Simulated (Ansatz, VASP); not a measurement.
KMgF3: VASP beside Ansatz

File INCAR:

```
ALGO = Normal
EDIFF = 1E-6
ENCUT = 600
GGA = PE
GGA_COMPAT = F
ISIF = 2
ISMEAR = 1
LASPH = T
LCHARG = F
LREAL = F
LWAVE = F
NBANDS = 24
NELM = 120
PREC = Accurate
SIGMA = 0.2
```

Contents of KPOINTS:

```
k-points
0
Gamma
  4 4 4
```

File POSCAR:

```
KMgF3
1.0
    3.9802355751      0.0000000000      0.0000000000
    0.0000000000      3.9802355751      0.0000000000
    0.0000000000      0.0000000000      3.9802355751
K Mg F
1 1 3
Direct
    0.5000000000      0.5000000000      0.5000000000
    0.0000000000      0.0000000000      0.0000000000
    0.5000000000      0.0000000000      0.0000000000
    0.0000000000      0.5000000000      0.0000000000
    0.0000000000      0.0000000000      0.5000000000
```

Input for Ansatz:

```yaml
crystal:
  lattice:
    - [3.9802355751, 0.0, 0.0]
    - [0.0, 3.9802355751, 0.0]
    - [0.0, 0.0, 3.9802355751]
  atoms:
    - { symbol: K, position: [0.5, 0.5, 0.5] }
    - { symbol: Mg, position: [0.0, 0.0, 0.0] }
    - { symbol: F, position: [0.5, 0.0, 0.0] }
    - { symbol: F, position: [0.0, 0.5, 0.0] }
    - { symbol: F, position: [0.0, 0.0, 0.5] }
kpoints:
  mp_grid: { grid: [4, 4, 4] }
hamiltonian:
  xc: pbe
scf:
  occupations: { method: cold, width: 0.2 }
  n_extra_bands: 5
output:
  forces: true
  stress: true
  eigenvalues: true
```

Alike in both runs: task single point; functional PBE; k mesh 4 × 4 × 4; no spin polarisation.

|  | VASP | Ansatz |
| --- | --- | --- |
| version | VASP 6.6.1 | Ansatz 0.2.0 |
| potentials or method | VASP PAW PBE potentials, release 64 (K_sv, Mg, F) | plane waves |
| plane-wave cutoff (eV) | 600 | 420 |
| occupations | methfessel-paxton of order 1, width 0.2 eV | cold, width 0.2 eV |
| valence electrons in the cell | 32 | 40 |

Ansatz gave:

* gap on the k mesh at the Fermi level (eV): 7.37
* pressure (GPa): 4.1

Question: What did VASP give for the same quantities?

Answer: gap on the k mesh at the Fermi level (eV): 7.34; pressure (GPa): 3.6.

VASP's potentials hold 32 valence electrons a cell and Ansatz's 40, so a difference there can come from the potentials and not from the codes.
